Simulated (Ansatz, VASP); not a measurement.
# Bi: VASP beside Ansatz

INCAR

```
SYSTEM = Bi
ALGO = Normal
EDIFF = 1E-6
ENCUT = 520
GGA = PE
ISIF = 2
ISMEAR = -1
LASPH = .True.
LCHARG = .True.
LELF = .True.
LREAL = .False.
LVHAR = .True.
LWAVE = .False.
NBANDS = 14
NELM = 100
PREC = Accurate
SIGMA = 0.1
```

File KPOINTS:

```
k-points
0
Gamma
  14 14 13
  0 0 0
```

POSCAR

```
Bi
1.0
    3.4473772076      0.0000000000      0.0000000000
   -1.7236886038      2.9855162382      0.0000000000
    0.0000000000      0.0000000000      3.2824318917
Bi
1
Direct
    0.0000000000      0.0000000000      0.0000000000
```

Input for Ansatz:

```yaml
crystal:
  lattice:
    - [3.4473772076, 0.0, 0.0]
    - [-1.7236886038, 2.9855162382, 0.0]
    - [0.0, 0.0, 3.2824318917]
  atoms:
    - { symbol: Bi, position: [0.0, 0.0, 0.0] }
kpoints:
  mp_grid: { grid: [14, 14, 13] }
scf:
  occupations: { method: fermi_dirac, width: 0.1 }
hamiltonian:
  xc: pbe
  pseudopotentials: { kind: nc }
output:
  forces: true
  stress: true
  eigenvalues: true
```

Change from the starting cell: volume scaled by 1, norm-conserving files.

Alike in both runs: task single point; functional PBE; k mesh 14 × 14 × 13; occupations fermi-dirac, width 0.1 eV; no spin polarisation.

|  | VASP | Ansatz |
| --- | --- | --- |
| version | VASP 6.6.1 | Ansatz 0.2.0 |
| potentials or method | VASP PAW PBE potentials, release 64 (Bi_d) | scalar-relativistic |
| plane-wave cutoff (eV) | 520 | 898 |
| valence electrons in the cell | 15 | 15 |

```csv
,VASP,Ansatz,Ansatz less VASP
pressure (GPa),-0.1,0.0,+0.13
```

The functional is the same, so the differences come from potentials, cutoffs and numerics.

Neither program's run includes spin-orbit coupling.
